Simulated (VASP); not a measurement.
The system is MoH5.

```xyz
6
Lattice="3.7043 0.0000 0.0000 0.0000 3.7043 0.0000 0.0000 0.0000 2.5271" Properties=species:S:1:pos:R:3 pbc="T T T"
H     1.3710    1.8522    0.0000
H     2.3333    1.8522    0.0000
H     1.8522    1.3710    0.0000
H     1.8522    2.3333    0.0000
H     0.0000    0.0000    0.0000
Mo    0.0000    0.0000    1.2635
```

```yaml
Program: VASP 6.6.1
Task: relaxation of cell and atoms
Functional: PBE
Potentials_or_basis: VASP PAW PBE potentials, release 64 (H, Mo_sv)
Cutoff: 600 eV
k_mesh: 6 × 6 × 6
Occupations: gaussian, width 0.1 eV
Spin: no spin polarisation
```

At the start: pressure 94.1 GPa; volume 5.78 Å³/atom.

Q: How do energy, volume and symmetry change on relaxing?

A: Over 15 steps the energy falls by 2090.2 meV/atom and the volume is 6.03 Å³/atom (+4.4 %); space group P4/mmm (No. 123, to 0.05 Å).

Step by step:
```tsv
step	energy change (eV)	largest force (eV/Å)	pressure (GPa)	volume (Å³)
1	0.0000	15.1312	94.06	34.68
2	-10.5416	0.8505	-16.76	53.91
3	-10.5435	0.8702	-16.82	53.99
4	-11.4512	1.0618	-12.73	47.22
5	-11.1837	3.3645	46.89	30.24
6	-12.0292	0.7830	-5.04	41.19
7	-12.1978	0.1886	11.63	35.54
8	-12.2231	0.2604	4.85	37.33
9	-12.4802	0.6523	5.64	36.07
10	-12.4844	0.5255	5.28	36.20
11	-12.5287	0.1274	-3.19	37.52
12	-12.5354	0.0433	-1.22	37.16
13	-12.5354	0.0534	-1.12	37.15
14	-12.5382	0.0342	-0.87	36.88
15	-12.5414	0.0043	-0.19	36.19
```

Final structure:
```
H Mo
1.0
     3.29128    0.00000    0.00000
     0.00000    3.29128    0.00000
     0.00000    0.00000    3.34057
H Mo
5 1
Cartesian
  0.4688 1.6456 0.0000
  2.8225 1.6456 0.0000
  1.6456 0.4688 0.0000
  1.6456 2.8225 3.3406
  0.0000 0.0000 0.0000
  0.0000 0.0000 1.6703
```

Caveat: the k points lie up to 0.32 Å⁻¹ apart in the final cell.
